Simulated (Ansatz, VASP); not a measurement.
# One calculation of RbZnI3, two programs

```
Rb Zn I
1.0
     5.66122    0.00000    0.00000
     0.00000    5.66122    0.00000
     0.00000    0.00000    5.66122
Rb Zn I
1 1 3
Direct
  0.00000 0.00000 0.00000
  0.50000 0.50000 0.50000
  0.50000 0.50000 0.00000
  0.50000 0.00000 0.50000
  0.00000 0.50000 0.50000
```

Alike in both runs: task single point; functional PBE; k mesh 4 × 4 × 4; occupations fermi-dirac, width 0.02 eV; no spin polarisation.

```csv
,VASP,Ansatz
version,VASP 6.6.1,Ansatz 0.2.0
potentials or method,"VASP PAW PBE potentials, release 64 (Rb_sv, Zn, I)","plane waves, PAW"
plane-wave cutoff (eV),520,420
valence electrons in the cell,42,72
```

```csv
,VASP,Ansatz,Ansatz less VASP
pressure (GPa),1.5,1.5,-0.03
```

VASP's potentials hold 42 valence electrons a cell and Ansatz's 72, so a difference there can come from the potentials and not from the codes.

Neither program's run includes spin-orbit coupling.
